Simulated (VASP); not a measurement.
# SrO (R-3m) in VASP: a series of runs, part 2 of 2

VASP 6.6.1. The steps go on from the part before.

### 3 Electric field gradients, PBE (equal xy, yz and zx shear strains of -1 %)

Input file INCAR:

```
  PREC = Accurate
  ENCUT = 520
  EDIFF = 1E-8
  ISMEAR = -1
  SIGMA = 0.02
  LREAL = F
  LASPH = T
  NELM = 80
  ALGO = Normal
  ISIF = 2
  LWAVE = F
  LCHARG = F
  GGA = PE
  LEFG = T
  NBANDS = 15
```

Input file KPOINTS:

```
regular mesh
0
Gamma
  8 8 8
```

Input file POSCAR:

```
SrO
1.0
   -0.0256980000      2.5569510000      2.5569510000
    2.5569510000     -0.0256980000      2.5569510000
    2.5569510000      2.5569510000     -0.0256980000
Sr O
1 1
Direct
    0.0000000000      0.0000000000      0.0000000000
    0.5000000000      0.5000000000      0.5000000000
```

Potentials or basis: VASP PAW PBE potentials, release 64 (Sr_sv, O).

Command:

```sh
$ cat potpaw_PBE.64/Sr_sv/POTCAR potpaw_PBE.64/O/POTCAR > POTCAR
$ mpirun -np 1 vasp_std > vasp.out
```

OUTCAR:

```text
PREC = Accurate
   ENCUT = 520
   EDIFF = 1E-8
   ISMEAR = -1
   LREAL = F
   LASPH = T
   NELM = 80
   ISIF = 2
   GGA = PE

 ion  position               nearest neighbor table
   1  0.000  0.000  0.000-   2 2.57   2 2.57   2 2.57   2 2.57   2 2.57   2 2.57
   2  0.500  0.500  0.500-   1 2.57   1 2.57   1 2.57   1 2.57   1 2.57   1 2.57

  LATTYP: Found a trigonal (rhomboedric) cell.
 ALAT       =     3.6161660941
 COS(alpha) =     0.4899250057

  Lattice vectors:

 A1 = (  -0.0256980000,   2.5569510000,   2.5569510000)
[... 645 lines left out ...]
  free  energy   TOTEN  =       -12.0385717631 eV

  energy  without entropy=      -12.0385717630  energy(sigma->0) =      -12.03857176

 Electric field gradients (V/A^2)
---------------------------------------------------------------------
 ion       V_xx      V_yy      V_zz      V_xy      V_xz      V_yz
---------------------------------------------------------------------
   1      -0.000     0.000    -0.000     3.763     3.763     3.763
   2      -0.000    -0.000    -0.000    -0.478    -0.478    -0.478
---------------------------------------------------------------------

 Electric field gradients after diagonalization (V/A^2)
 (convention: |V_zz| > |V_xx| > |V_yy|)
----------------------------------------------------------------------
 ion       V_xx      V_yy      V_zz     asymmetry (V_yy - V_xx)/ V_zz
----------------------------------------------------------------------
   1      -3.763    -3.763     7.527       0.000
   2       0.478     0.478    -0.957       0.000
----------------------------------------------------------------------

           NMR quadrupolar parameters

 Cq : quadrupolar parameter    Cq=e*Q*V_zz/h
 eta: asymmetry parameters     (V_yy - V_xx)/ V_zz
 Q  : nuclear electric quadrupole moment in mb (millibarn)
----------------------------------------------------------------------
 ion       Cq(MHz)       eta       Q (mb)
----------------------------------------------------------------------
   1       0.018       0.000       1.000
   2      -0.002       0.000       1.000
----------------------------------------------------------------------
```

OSZICAR:

```text
N       E                     dE             d eps       ncg     rms          rms(c)
DAV:   1     0.686400408729E+02    0.68640E+02   -0.86025E+03  1958   0.105E+03
DAV:   2    -0.110175835973E+02   -0.79658E+02   -0.72960E+02  2702   0.221E+02
DAV:   3    -0.141812875939E+02   -0.31637E+01   -0.31452E+01  2621   0.394E+01
DAV:   4    -0.142401509205E+02   -0.58863E-01   -0.58855E-01  2393   0.524E+00
DAV:   5    -0.142418850181E+02   -0.17341E-02   -0.17341E-02  2531   0.701E-01    0.165E+01
DAV:   6    -0.121859071097E+02    0.20560E+01   -0.66522E+00  1992   0.195E+01    0.194E+01
DAV:   7    -0.120472894559E+02    0.13862E+00   -0.29413E-01  2314   0.483E+00    0.113E+01
DAV:   8    -0.120365485880E+02    0.10741E-01   -0.11785E-01  2531   0.342E+00    0.442E-01
DAV:   9    -0.120379513850E+02   -0.14028E-02   -0.57251E-03  2472   0.480E-01    0.232E-01
DAV:  10    -0.120384122647E+02   -0.46088E-03   -0.44145E-04  2139   0.196E-01    0.844E-02
DAV:  11    -0.120385538195E+02   -0.14155E-03   -0.13932E-04  2097   0.873E-02    0.270E-02
DAV:  12    -0.120385717701E+02   -0.17951E-04   -0.27408E-05  2104   0.384E-02    0.218E-02
DAV:  13    -0.120385718753E+02   -0.10525E-06   -0.14370E-06  2174   0.105E-02    0.328E-03
DAV:  14    -0.120385717681E+02    0.10717E-06   -0.12569E-07  2601   0.266E-03    0.233E-03
DAV:  15    -0.120385717631E+02    0.50793E-08   -0.71832E-09  1814   0.803E-04
   1 F= -.12038572E+02 E0= -.12038572E+02  d E =-.105209E-10
```

Wall time 22 s (1 thread of Intel Xeon 6975P-C (Granite Rapids), shared host); peak memory 0.17 GiB.

Results:

```yaml
Free_energy: -12.0386 eV
Pressure: 3.5 GPa
Band_gap_on_the_k_mesh: 3.24 eV, indirect (least direct gap 3.34 eV)
```

Stress tensor (GPa, compression positive):
```
3.51 0.53 0.53
0.53 3.51 0.53
0.53 0.53 3.51
```

Levels at points of the mesh, in eV from the valence-band top:
```csv
k point,band 5,band 6,band 7,band 8,band 9,band 10,band 11,band 12
"(0.00, 0.00, 0.00)",-14.04,-0.03,-0.03,0.00,3.97,6.13,6.13,6.32
"(0.50, 0.00, 0.00)",-12.84,-2.19,-1.18,-1.11,6.52,8.44,8.71,8.91
"(0.50, 0.50, 0.00)",-14.40,-0.45,-0.12,-0.10,3.24,7.79,10.16,10.38
"(0.50, 0.50, 0.50)",-12.89,-2.20,-1.21,-1.21,6.57,8.47,8.90,8.90
```

Electric field gradients, principal values (V/Å²):
```
atom   least  middle  greatest (by size)
1 Sr  -3.763  -3.763               7.527
 2 O   0.478   0.478              -0.957
```

Caveat: the cell differs from its parent crystal (equal xy, yz and zx shear strains of -1 %); without QUAD_EFG the Cq values of the log hold for a quadrupole moment of 1 mb, not for the nuclei.
